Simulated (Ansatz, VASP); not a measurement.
## Mg: VASP beside Ansatz

Contents of POSCAR:

```
Mg
1.0
    3.1930306752      0.0000000000      0.0000000000
   -1.5965153376      2.7652456798      0.0000000000
    0.0000000000      0.0000000000      5.1752536068
Mg
2
Direct
    0.3333333333      0.6666666667      0.2500000000
    0.6666666667      0.3333333333      0.7500000000
```

INCAR.step1

```
SYSTEM = Mg
PREC = Accurate ; ENCUT = 520
ISMEAR = -1 ; SIGMA = 0.08
LREAL = .FALSE. ; LASPH = .TRUE.
NELM = 60 ; NBANDS = 9
GGA = PE ; ALGO = Normal
EDIFF = 1E-4 ; LWAVE = .TRUE.
LCHARG = .FALSE.
```

INCAR.step2

```
SYSTEM = Mg
PREC = Accurate ; ENCUT = 520
EDIFF = 1E-8 ; ISMEAR = -1
SIGMA = 0.08 ; LREAL = .FALSE.
LASPH = .TRUE. ; NELM = 60
ALGO = Normal ; ISIF = 2
LWAVE = .FALSE. ; LCHARG = .FALSE.
METAGGA = R2SCAN ; LMIXTAU = .TRUE.
LEFG = .TRUE. ; NBANDS = 9
ISTART = 1
```

File KPOINTS:

```
regular mesh
0
G
  15 15 8
  0 0 0
```

Input for Ansatz:

```yaml
crystal:
  lattice:
    - [3.1930306752, 0.0, 0.0]
    - [-1.5965153376, 2.7652456798, 0.0]
    - [0.0, 0.0, 5.1752536068]
  atoms:
    - { symbol: Mg, position: [0.3333333333, 0.6666666667, 0.25] }
    - { symbol: Mg, position: [0.6666666667, 0.3333333333, 0.75] }
kpoints:
  mp_grid: { grid: [15, 15, 8] }
scf:
  occupations: { method: fermi_dirac, width: 0.08 }
hamiltonian:
  xc: r2scan
  pseudopotentials: { kind: paw }
output:
  forces: true
  stress: true
  eigenvalues: true
  efg: { contact_densities: true }
```

Change from the starting cell: volume scaled by 1.02, PAW files.

Alike in both runs: task electric field gradients; functional r2SCAN; k mesh 15 × 15 × 8; occupations fermi-dirac, width 0.08 eV; no spin polarisation.

|  | VASP | Ansatz |
| --- | --- | --- |
| version | VASP 6.6.1 | Ansatz 0.2.0 |
| potentials or method | VASP PAW PBE potentials, release 64 (Mg) | PAW with Ansatz's default frozen-core files, scalar-relativistic |
| plane-wave cutoff (eV) | 520 | 500 |
| valence electrons in the cell | 4 | 20 |

VASP gave:

| Property | Result |
| --- | --- |
| pressure (GPa) | -0.7 |
| traceless stress, the component that is largest in VASP (GPa) | -0.48 |
| size of Vzz on the site where it differs most (V/Å²) | 0.8 |

Problem. Which values does Ansatz return?

Solution. Pressure (GPa): -0.5; traceless stress, the component that is largest in VASP (GPa): -0.48; size of Vzz on the site where it differs most (V/Å²): 0.9.

VASP's potentials were made for PBE, not for r2SCAN. With one functional, cell and mesh, what is left measures potentials, basis and numerics. VASP's potentials hold 4 valence electrons a cell and Ansatz's 20, so a difference there can come from the potentials and not from the codes.
